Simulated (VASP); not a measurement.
Input of a VASP 6.6.1 run:

File POSCAR:

```
In
1.0
   -1.6190647648      1.6612412866      2.5247669971
    1.6612412866     -1.6190647648      2.5247669971
    1.5669312082      1.5669312082     -2.4970527752
In
1
Direct
    0.0000000000      0.0000000000      0.0000000000
```

Contents of INCAR.step1:

```
PREC = Accurate
ENCUT = 520
ISMEAR = -1
SIGMA = 0.1
LREAL = False
LASPH = True
NELM = 100
ISYM = 0
NBANDS = 12
GGA = PE
ALGO = Normal
EDIFF = 1E-4
LWAVE = True
LCHARG = False
```

The input INCAR.step2:

```
PREC = Accurate
ENCUT = 520
EDIFF = 1E-7
ISMEAR = -1
SIGMA = 0.1
LREAL = False
LASPH = True
NELM = 100
ALGO = Normal
ISIF = 2
LWAVE = False
LCHARG = False
METAGGA = R2SCAN
LMIXTAU = True
ISYM = 0
NBANDS = 12
ISTART = 1
```

The input KPOINTS:

```
Automatic mesh
0
Gamma
  12 12 14
```

Potentials or basis: VASP PAW PBE potentials, release 64 (In_d).

Run with:

```sh
$ cat potpaw_PBE.64/In_d/POTCAR > POTCAR
$ cp INCAR.step1 INCAR
$ mpirun -np 1 vasp_std > vasp.out
$ cp INCAR.step2 INCAR
$ mpirun -np 1 vasp_std > vasp.out
```

Problem. Predict the pressure.

Solution. 0.0 GPa.

Caveat: the PAW data sets were made with another functional, which shifts forces and pressure a little.
